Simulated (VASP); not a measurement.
Cu:

```xyz
1
Lattice="2.1999 0.0000 0.0000 -1.1000 1.9052 0.0000 0.0000 0.0000 2.1109" Properties=species:S:1:pos:R:3 pbc="T T T"
Cu    0.0000    0.0000    0.0000
```

Base run:

| Item | Value |
| --- | --- |
| Program | VASP 6.6.1 |
| Functional | PBE |
| Potentials or basis | VASP PAW PBE potentials, release 64 (Cu) |
| Cutoff | 520 eV |
| k mesh | 17 × 17 × 16 |
| Occupations | fermi-dirac, width 0.05 eV |
| Spin | no spin polarisation |

Its results: pressure 118.9 GPa.

Problem. The run is repeated on the same cell with these changes: potentials or basis from VASP PAW PBE potentials, release 64 (Cu) to VASP PAW PBE potentials, release 64 (Cu_sv_GW); cutoff from 520 eV to 700 eV; further incar settings from ALGO = Normal; EDIFF = 1e-06; NBANDS = 12 to ALGO = Normal; EDIFF = 1e-06; NBANDS = 16; valence electrons from 11 to 19. What comes out?

Solution. Pressure 112.0 GPa.
